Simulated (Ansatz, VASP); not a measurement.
**Two plane-wave programs on NaI**

POSCAR

```
NaI
1.0
    0.0000000000      3.1651261013      3.2620177166
    3.1651261013      0.0000000000      3.2620177166
    3.1651261013      3.1651261013      0.0000000000
Na I
1 1
Direct
    0.0000000000      0.0000000000      0.0000000000
    0.5000000000      0.5000000000      0.5000000000
```

File INCAR.step1:

```
SYSTEM = NaI
ALGO = Normal
EDIFF = 1E-4
ENCUT = 520
GGA = PE
ISMEAR = 0
LASPH = .TRUE.
LCHARG = .FALSE.
LREAL = .FALSE.
LWAVE = .TRUE.
NBANDS = 14
NELM = 100
PREC = Accurate
SIGMA = 0.01
```

Contents of INCAR.step2:

```
SYSTEM = NaI
ALGO = Normal
EDIFF = 1E-6
ENCUT = 520
ISIF = 2
ISMEAR = 0
ISTART = 1
LASPH = .TRUE.
LCHARG = .FALSE.
LMIXTAU = .TRUE.
LREAL = .FALSE.
LWAVE = .FALSE.
METAGGA = R2SCAN
NBANDS = 14
NELM = 100
PREC = Accurate
SIGMA = 0.01
```

The input KPOINTS:

```
k-points
0
G
  8 8 8
  0 0 0
```

Input for Ansatz:

```yaml
crystal:
  lattice:
    - [0.0, 3.1651261013, 3.2620177166]
    - [3.1651261013, 0.0, 3.2620177166]
    - [3.1651261013, 3.1651261013, 0.0]
  atoms:
    - { symbol: Na, position: [0.0, 0.0, 0.0] }
    - { symbol: I, position: [0.5, 0.5, 0.5] }
kpoints:
  mp_grid: { grid: [8, 8, 8] }
  band_path:
    path:
      - [0.0, 0.0, 0.0]
      - [0.5, 0.0, 0.5]
      - [0.625, 0.25, 0.625]
      - [0.375, 0.375, 0.75]
      - [0.5, 0.5, 0.5]
      - [0.5, 0.25, 0.75]
    npoints: 1
hamiltonian:
  xc: r2scan
scf:
  occupations: { method: fixed }
  n_extra_bands: 4
output:
  forces: true
  stress: true
  eigenvalues: true
```

Change from the starting cell: epitaxial_xy strain -2.0%.

Alike in both runs: task single point; functional r2SCAN; k mesh 8 × 8 × 8; no spin polarisation.

|  | VASP | Ansatz |
| --- | --- | --- |
| version | VASP 6.6.1 | Ansatz 0.2.0 |
| potentials or method | VASP PAW PBE potentials, release 64 (Na_pv, I) | plane waves, PAW |
| plane-wave cutoff (eV) | 520 | 500 |
| occupations | gaussian, width 0.01 eV | fixed |
| valence electrons in the cell | 14 | 26 |

|  | VASP | Ansatz | Ansatz less VASP |
| --- | --- | --- | --- |
| gap on the k mesh at the Fermi level (eV) | 4.54 | 4.53 | -0.009 |
| pressure (GPa) | 0.5 | 0.6 | +0.11 |
| traceless stress, the component that is largest in VASP (GPa) | -0.61 | -0.63 | -0.024 |

VASP's potentials were made for PBE, not for r2SCAN. VASP's potentials hold 14 valence electrons a cell and Ansatz's 26, so a difference there can come from the potentials and not from the codes.

Neither program's run includes spin-orbit coupling.
